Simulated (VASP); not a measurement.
# Al3Pd (Immm) in VASP: a series of runs

Runs on Al3Pd. Level: PBE. Tasks: single point, relaxation of cell and atoms.

Program: VASP 6.6.1. These are calculated values, not measurements. Logs are shortened: lines on timing, memory, paths and dates and some standing lists are left out, and cuts for length are marked.

### 1 The cell of the first run

It takes space group Immm (No. 71, orthorhombic). The conventional cell has a = 4.652 Å, b = 4.958 Å, c = 5.926 Å, α = 90.00°, β = 90.00°, γ = 90.00°. Al (site symmetry mmm) has 2 Al at 1.98 Å and 2 Pd at 2.48 Å within 2.6 Å. Within 2.6 Å of Al (site symmetry mm2) lie 2 Al at 1.97 to 1.98 Å and 2 Pd at 2.53 Å. Pd (site symmetry mmm) has 10 Al at 2.48 to 3.17 Å within 3.3 Å.

The cell was built from a structure type or drawn by symmetry, and may not be a known phase.

### 2 Single point, PBE

File INCAR:

```
SYSTEM = Al3Pd
PREC = Accurate ; ENCUT = 520
EDIFF = 1E-6 ; ISMEAR = 0
SIGMA = 0.1 ; LREAL = .FALSE.
LASPH = .TRUE. ; NELM = 80
ALGO = Normal ; ISIF = 2
LWAVE = .FALSE. ; LCHARG = .FALSE.
GGA = PE ; NBANDS = 18
```

File KPOINTS:

```
regular mesh
0
G
  6 6 6
  0 0 0
```

File POSCAR:

```
Al3Pd
1.0
   -2.3261966500      2.4790210700      2.9627647800
    2.3261966500     -2.4790210700      2.9627647800
    2.3261966500      2.4790210700     -2.9627647800
Al Pd
3 1
Direct
    0.0000000000      0.0000000000      0.0000000000
    0.6665428900      0.6665428900      0.0000000000
    0.3334571100      0.3334571100      0.0000000000
    0.5000000000      0.0000000000      0.5000000000
```

Potentials or basis: VASP PAW PBE potentials, release 64 (Al, Pd).

On the command line:

```bash
cat potpaw_PBE.64/Al/POTCAR potpaw_PBE.64/Pd/POTCAR > POTCAR
mpirun -np 1 vasp_std > vasp.out
```

OUTCAR:

```text
SYSTEM = Al3Pd
   PREC = Accurate
   ENCUT = 520
   EDIFF = 1E-6
   ISMEAR = 0
   LREAL = .FALSE.
   LASPH = .TRUE.
   NELM = 80
   ISIF = 2
   GGA = PE

 ion  position               nearest neighbor table
   1  0.000  0.000  0.000-   2 1.98   3 1.98   4 2.48   4 2.48
   2  0.667  0.667  0.000-   3 1.97   1 1.98   4 2.53   4 2.53   4 3.17   4 3.17
   3  0.333  0.333  0.000-   2 1.97   1 1.98   4 2.53   4 2.53   4 3.17   4 3.17
   4  0.500  0.000  0.500-   1 2.48   1 2.48   3 2.53   2 2.53   3 2.53   2 2.53   3 3.17   3 3.17
                             2 3.17   2 3.17

  LATTYP: Found a body centered orthorhombic cell.
 ALAT       =     4.6523933000
 B/A-ratio  =     1.0656971198
 C/A-ratio  =     1.2736518987

  Lattice vectors:

 A1 = (  -2.3261966500,   2.4790210700,   2.9627647800)
 A2 = (   2.3261966500,  -2.4790210700,   2.9627647800)
 A3 = (   2.3261966500,   2.4790210700,  -2.9627647800)

Analysis of symmetry for initial positions (statically):
=====================================================================
 Subroutine PRICEL returns:
 Original cell was already a primitive cell.

 Routine SETGRP: Setting up the symmetry group for a
 body centered orthorhombic supercell.

 Subroutine GETGRP returns: Found  8 space group operations
 (whereof  8 operations were pure point group operations)
 out of a pool of  8 trial point group operations.

The static configuration has the point symmetry D_2h.

Analysis of symmetry for dynamics (positions and initial velocities):
=====================================================================
 Subroutine PRICEL returns:
 Original cell was already a primitive cell.

 Routine SETGRP: Setting up the symmetry group for a
 body centered orthorhombic supercell.

 Subroutine GETGRP returns: Found  8 space group operations
 (whereof  8 operations were pure point group operations)
 out of a pool of  8 trial point group operations.

The dynamic configuration has the point symmetry D_2h.

 Subroutine INISYM returns: Found  8 space group operations
 (whereof  8 operations are pure point group operations),
 and found     1 'primitive' translations

----------------------------------------------------------------------------------------

                                     Primitive cell

  volume of cell :      68.3414

  direct lattice vectors                    reciprocal lattice vectors
    -2.326196650  2.479021070  2.962764780     0.000000000  0.201692517  0.168761288
     2.326196650 -2.479021070  2.962764780     0.214943135  0.000000000  0.168761288
     2.326196650  2.479021070 -2.962764780     0.214943135  0.201692517  0.000000000

  length of vectors
     4.509402561  4.509402561  4.509402561     0.262983353  0.273278106  0.294754852

  position of ions in fractional coordinates (direct lattice)
     0.000000000  0.000000000  0.000000000
     0.666542890  0.666542890  0.000000000
     0.333457110  0.333457110  0.000000000
     0.500000000  0.000000000  0.500000000

  ion indices of the primitive-cell ions
   primitive index   ion index
                 1           1
                 2           2
                 3           3
                 4           4

----------------------------------------------------------------------------------------

 KPOINTS: regular mesh

Automatic generation of k-mesh.
 Grid dimensions read from file:
 generate k-points for:    6    6    6

 Generating k-lattice:

  Cartesian coordinates                     Fractional coordinates (reciprocal lattice)
     0.000000000  0.033615420  0.028126881     0.166666667  0.000000000  0.000000000
     0.035823856  0.000000000  0.028126881     0.000000000  0.166666667  0.000000000
     0.035823856  0.033615420  0.000000000     0.000000000  0.000000000  0.166666667

  Length of vectors
     0.043830559  0.045546351  0.049125809

  Shift w.r.t. Gamma in fractional coordinates (k-lattice)
     0.000000000  0.000000000  0.000000000

 Subroutine IBZKPT returns following result:
 ===========================================

 Found     46 irreducible k-points:

 Following reciprocal coordinates:
            Coordinates               Weight
  0.000000  0.000000  0.000000      1.000000
  0.166667  0.000000 -0.000000      4.000000
  0.333333 -0.000000  0.000000      4.000000
  0.500000 -0.000000  0.000000      2.000000
  0.000000  0.166667  0.000000      4.000000
  0.166667  0.166667 -0.000000      8.000000
[... 16 lines left out ...]
 -0.166667  0.166667  0.166667      2.000000
  0.166667  0.333333  0.166667      4.000000
 [... further k-points ...]
   k-points           NKPTS =     46   k-points in BZ     NKDIM =     46   number of bands    NBANDS=     18
   number of dos      NEDOS =    301   number of ions     NIONS =      4
   total plane-waves  NPLWV =  46656
   dimension x,y,z NGX =    36 NGY =   36 NGZ =   36
   dimension x,y,z NGXF=    72 NGYF=   72 NGZF=   72
   ions per type =               3   1
   NGX,Y,Z   is equivalent  to a cutoff of  13.27, 13.27, 13.27 a.u.
   NGXF,Y,Z  is equivalent  to a cutoff of  26.54, 26.54, 26.54 a.u.
 SYSTEM =  Al3Pd
   PREC   = accura    normal or accurate (medium, high low for compatibility)
   ISTART =      0    job   : 0-new  1-cont  2-samecut
   ICHARG =      2    charge: 1-file 2-atom 10-const
   ISPIN  =      1    spin polarized calculation?
   LNONCOLLINEAR =      F non collinear calculations
   LSORBIT =      F    spin-orbit coupling
   LASPH  =      T    aspherical Exc in radial PAW
   ENCUT  =  520.0 eV  38.22 Ry    6.18 a.u.   8.38  8.38  8.38*2*pi/ulx,y,z
   NELM   =     80;   NELMIN=  2; NELMDL= -5     # of ELM steps
   EDIFF  = 0.1E-05   stopping-criterion for ELM
   LREAL  =      F    real-space projection
   EDIFFG = 0.1E-04   stopping-criterion for IOM
   NSW    =      0    number of steps for IOM
   IBRION =     -1    ionic relax: 0-MD 1-quasi-New 2-CG
   NFREE  =      0    steps in history (QN), initial steepest desc. (CG)
   ISIF   =      2    stress and relaxation
   ISYM   =      2    0-nonsym 1-usesym 2-fastsym
   POTIM  = 0.5000    time-step for ionic-motion
   TEBEG  =    0.0;   TEEND  =   0.0 temperature during run
   PSTRESS=    0.0 pullay stress
   NELECT =      19.0000    total number of electrons
   NUPDOWN=      -1.0000    fix difference up-down
   EMIN   =  10.00;   EMAX   =-10.00  energy-range for DOS
   EFERMI =   0.00;   METHOD = LEGACY
   ISMEAR =     0;   SIGMA  =   0.10  broadening in eV -4-tet -1-fermi 0-gaus
   EFERMI_NEDOS =   21; number of points for ismear=-14 and -15
   IALGO  =     38    algorithm
   IMIX   =      4    mixing-type and parameters
     AMIX     =   0.40;   BMIX     =  1.00
     AMIX_MAG =   1.60;   BMIX_MAG =  1.00
  volume/ion in A,a.u.               =      17.09       115.30
  Fermi-wavevector in a.u.,A,eV,Ry     =   1.068476  2.019127 15.532968  1.141641
  Thomas-Fermi vector in A             =   2.204125
   LORBIT       =      0    0 simple, 1 ext, 2 COOP (PROOUT), +10 PAW based schemes
   GGA     = PE    functional components
   LHFCALC =     F    Hartree Fock is set to
   AEXX    =    0.0000 exact exchange contribution
   IVDW    =     0    specifies the selected vdW correction
   LEPSILON=     F    determine dielectric tensor
   LRPA    =     F    only Hartree local field effects (RPA)
 non-spin polarized calculation
 Gauss-broadening in eV      SIGMA  =   0.10
  energy-cutoff  :      520.00
  volume of cell :       68.34
 maximum number of plane-waves:      1867
 NGX is ok and might be reduce to    36
   NGX = 17   NGY = 17   NGZ = 17

 number of electron      19.0000002 magnetization

 Free energy of the ion-electron system (eV)
  ---------------------------------------------------
  ext. energy  EPLUGINS =         0.00000000
  ---------------------------------------------------
  free energy    TOTEN  =       -10.55318728 eV

  energy without entropy =      -10.54343508  energy(sigma->0) =      -10.54831118

 E-fermi :   7.3082     XC(G=0): -10.3077

 val. band max:        7.2864877235   @ k =   0.5000  -0.0000   0.0000
 cond. band min:       7.3121016785   @ k =  -0.1667   0.3333   0.0000
 fundamental gap:      0.0256139550
 Fermi energy:         7.3082320907

 k-point     1 :       0.0000    0.0000    0.0000
  band No.  band energies     occupation
      1      -2.6897      2.00000
      2       1.7863      2.00000
      3       3.1891      2.00000
      4       3.3972      2.00000
      5       3.4520      2.00000
      6       4.1199      2.00000
[... 10 lines left out ...]
     17      13.0269      0.00000
     18      13.3404      0.00000

 k-point     2 :       0.1667    0.0000   -0.0000
  band No.  band energies     occupation
      1      -2.4221      2.00000
      2       1.6047      2.00000
      3       3.1484      2.00000
      4       3.2055      2.00000
      5       3.4690      2.00000
      6       4.0086      2.00000
[... 10 lines left out ...]
     17      13.4237      0.00000
     18      14.0339      0.00000

 k-point     3 :       0.3333   -0.0000    0.0000
  band No.  band energies     occupation
      1      -1.6685      2.00000
      2       0.9150      2.00000
      3       2.8505      2.00000
      4       3.1150      2.00000
      5       3.6375      2.00000
      6       3.6788      2.00000
[... 10 lines left out ...]
     17      15.6898      0.00000
     18      15.7189      0.00000

 k-point     4 :       0.5000   -0.0000    0.0000
  band No.  band energies     occupation
      1      -0.8867      2.00000
      2       0.1017      2.00000
      3       2.6802      2.00000
      4       3.0542      2.00000
      5       3.4323      2.00000
      6       3.8381      2.00000
[... 375 lines left out ...]
      4       2.8171      2.00000
      5       3.0629      2.00000
      6       3.9329      2.00000
[... 10 lines left out ...]
     17      14.9847      0.00000
     18      15.5115      0.00000

 k-point    23 :      -0.1667    0.1667    0.1667
  band No.  band energies     occupation
      1      -1.9604      2.00000
      2       2.0523      2.00000
      3       2.5248      2.00000
      4       3.2091      2.00000
      5       3.6086      2.00000
      6       3.7464      2.00000
[... 10 lines left out ...]
     17      15.6719      0.00000
     18      15.6746      0.00000

 k-point    24 :       0.1667    0.3333    0.1667
  band No.  band energies     occupation
      1       0.1247      2.00000
      2       0.2071      2.00000
      3       2.5733      2.00000
      4       2.5898      2.00000
      5       3.1646      2.00000
      6       3.9908      2.00000
[... 10 lines left out ...]
     17      15.5708      0.00000
     18      15.5734      0.00000

 [... further k-points ...]
[... 5 lines left out ...]
  --------------------------------------------------------------------------------------
  -------------------------------------------------------------------------------------
  Total       -0.0404034     -0.8656388     54.5535094      0.0000000      0.0000000      0.0000000
  in kB       -0.9472062    -20.2938060   1278.9379287      0.0000000      0.0000000      0.0000000
  external PRESSURE =     419.2323055 kB  Pullay stress =       0.0000000 kB

 VOLUME and BASIS-vectors are now :
 -----------------------------------------------------------------------------
  energy-cutoff  :      520.00
  volume of cell :       68.34
      direct lattice vectors                 reciprocal lattice vectors
    -2.326196650  2.479021070  2.962764780     0.000000000  0.201692517  0.168761288
     2.326196650 -2.479021070  2.962764780     0.214943135  0.000000000  0.168761288
     2.326196650  2.479021070 -2.962764780     0.214943135  0.201692517  0.000000000

 POSITION                                       TOTAL-FORCE (eV/Angst)
 -----------------------------------------------------------------------------------
      0.00000      0.00000      0.00000         0.000000     -0.000000     -0.000000
      0.00000      0.00000      3.94962        -0.000000      0.000000      0.743912
      0.00000      0.00000      1.97591         0.000000     -0.000000     -0.743912
      0.00000      2.47902      0.00000         0.000000     -0.000000     -0.000000
 -----------------------------------------------------------------------------------
    total drift:                                0.000000      0.000000     -0.000000

  FREE ENERGIE OF THE ION-ELECTRON SYSTEM (eV)
  ---------------------------------------------------
  free  energy   TOTEN  =       -10.5531872783 eV

  energy  without entropy=      -10.5434350774  energy(sigma->0) =      -10.54831118
```

Run time: 25 s. Hardware: 1 thread of Intel Xeon Platinum 8488C (Sapphire Rapids), shared host; peak memory 0.23 GiB.

Results:

```yaml
Free_energy: -10.5532 eV
Pressure: 41.9 GPa
Largest_force: 0.744 eV/Å
Band_gap_on_the_k_mesh: zero (an odd number of electrons rules out a gap without spin polarisation)
```

Forces on the atoms (eV/Å):
```
Al   0.000  0.000  0.000
Al   0.000  0.000  0.744
Al   0.000  0.000 -0.744
Pd   0.000  0.000  0.000
```

Levels at points of the mesh, in eV from the Fermi level:
```tsv
k point	band 8	band 9	band 10	band 11	band 12	band 13
(0.00, 0.00, 0.00)	0.25	0.32	0.55	2.06	2.14	2.89
(0.50, 0.00, 0.00)	-0.89	-0.02	0.24	1.42	1.67	2.04
(0.00, 0.50, 0.00)	-1.17	-1.09	-0.35	0.24	1.48	4.26
(0.50, 0.50, 0.00)	-2.86	-0.85	-0.82	0.85	4.53	5.60
(0.50, 0.50, 0.50)	-2.87	-2.30	-1.62	0.99	5.11	5.42
```

Caveat: the cell stands under pressure.

### 3 Single point, PBE

This run uses another cell than the first one, of 20.06 Å³/atom.

File INCAR:

```
SYSTEM = Al3Pd
PREC = Accurate ; ENCUT = 520
EDIFF = 1E-6 ; ISMEAR = 0
SIGMA = 0.1 ; LREAL = .False.
LASPH = .True. ; NELM = 60
ALGO = Normal ; ISIF = 2
LWAVE = .False. ; LCHARG = .False.
GGA = PE ; NBANDS = 18
```

File KPOINTS:

```
regular mesh
0
Gamma
  6 6 6
  0 0 0
```

File POSCAR:

```
Al3Pd
1.0
   -2.0181493399      2.4277144052      4.0945360513
    2.0181493399     -2.4277144052      4.0945360513
    2.0181493399      2.4277144052     -4.0945360513
Al Pd
3 1
Direct
    0.0000000000      0.0000000000      0.0000000000
    0.6820730648      0.6820730648      0.0000000000
    0.3179269352      0.3179269352      0.0000000000
    0.5000000000      0.0000000000      0.5000000000
```

Potentials or basis: VASP PAW PBE potentials, release 64 (Al, Pd).

On the command line:

```bash
cat potpaw_PBE.64/Al/POTCAR potpaw_PBE.64/Pd/POTCAR > POTCAR
mpirun -np 1 vasp_std > vasp.out
```

OUTCAR:

```text
SYSTEM = Al3Pd
   PREC = Accurate
   ENCUT = 520
   EDIFF = 1E-6
   ISMEAR = 0
   LREAL = .False.
   LASPH = .True.
   NELM = 60
   ISIF = 2
   GGA = PE

 ion  position               nearest neighbor table
   1  0.000  0.000  0.000-   4 2.43   4 2.43   2 2.60   3 2.60
   2  0.682  0.682  0.000-   4 2.51   4 2.51   1 2.60   3 2.98   3 3.35   3 3.35   3 3.35   3 3.35

   3  0.318  0.318  0.000-   4 2.51   4 2.51   1 2.60   2 2.98   2 3.35   2 3.35   2 3.35   2 3.35

   4  0.500  0.000  0.500-   1 2.43   1 2.43   2 2.51   3 2.51   3 2.51   2 2.51

[... 701 lines left out ...]
 [... further k-points ...]
[... 5 lines left out ...]
  --------------------------------------------------------------------------------------
  -------------------------------------------------------------------------------------
  Total       -0.0598598     -0.0492911     -0.1897091      0.0000000      0.0000000      0.0000000
  in kB       -1.1951723     -0.9841542     -3.7877655      0.0000000      0.0000000      0.0000000
  external PRESSURE =      -1.9890306 kB  Pullay stress =       0.0000000 kB

 VOLUME and BASIS-vectors are now :
 -----------------------------------------------------------------------------
  energy-cutoff  :      520.00
  volume of cell :       80.24
      direct lattice vectors                 reciprocal lattice vectors
    -2.018149340  2.427714405  4.094536051     0.000000000  0.205955033  0.122113957
     2.018149340 -2.427714405  4.094536051     0.247751735  0.000000000  0.122113957
     2.018149340  2.427714405 -4.094536051     0.247751735  0.205955033  0.000000000

 POSITION                                       TOTAL-FORCE (eV/Angst)
 -----------------------------------------------------------------------------------
      0.00000      0.00000      0.00000         0.000000      0.000000     -0.000000
      0.00000      0.00000      5.58555        -0.000000     -0.000000      0.024150
      0.00000      0.00000      2.60353         0.000000      0.000000     -0.024150
      0.00000      2.42771      0.00000         0.000000      0.000000     -0.000000
 -----------------------------------------------------------------------------------
    total drift:                               -0.000000     -0.000000      0.000000

  FREE ENERGIE OF THE ION-ELECTRON SYSTEM (eV)
  ---------------------------------------------------
  free  energy   TOTEN  =       -16.7604068186 eV

  energy  without entropy=      -16.7566969161  energy(sigma->0) =      -16.75855187
```

Run time: 40 s. Hardware: 1 thread of Intel Xeon Platinum 8488C (Sapphire Rapids), shared host; peak memory 0.27 GiB.

What came out:

```yaml
Free_energy: -16.7604 eV
Pressure: -0.2 GPa
Largest_force: 0.024 eV/Å
Band_gap_on_the_k_mesh: zero (an odd number of electrons rules out a gap without spin polarisation)
```

Forces on the atoms (eV/Å):
```
Al   0.000  0.000  0.000
Al   0.000  0.000  0.024
Al   0.000  0.000 -0.024
Pd   0.000  0.000  0.000
```

Levels at points of the mesh, in eV from the Fermi level:
```
           k point  band 5  band 6  band 7  band 8  band 9  band 10  band 11  band 12  band 13  band 14
(0.00, 0.00, 0.00)   -4.16   -3.82   -1.56   -0.64   -0.56     0.65     1.04     1.61     1.76     3.04
(0.50, 0.00, 0.00)   -4.32   -3.91   -3.57   -2.46   -1.01     1.34     2.41     2.88     3.79     5.39
(0.00, 0.50, 0.00)   -4.06   -3.74   -3.50   -2.33   -0.32     0.10     0.44     1.13     1.96     3.45
(0.50, 0.50, 0.00)   -4.09   -3.89   -3.81   -3.43   -2.00    -1.51    -0.30     2.66     3.81     4.25
(0.50, 0.50, 0.50)   -3.77   -3.66   -3.45   -2.64   -1.30    -0.47     2.71     3.69     5.24     6.26
```

(Continued in part 2 of 2.)
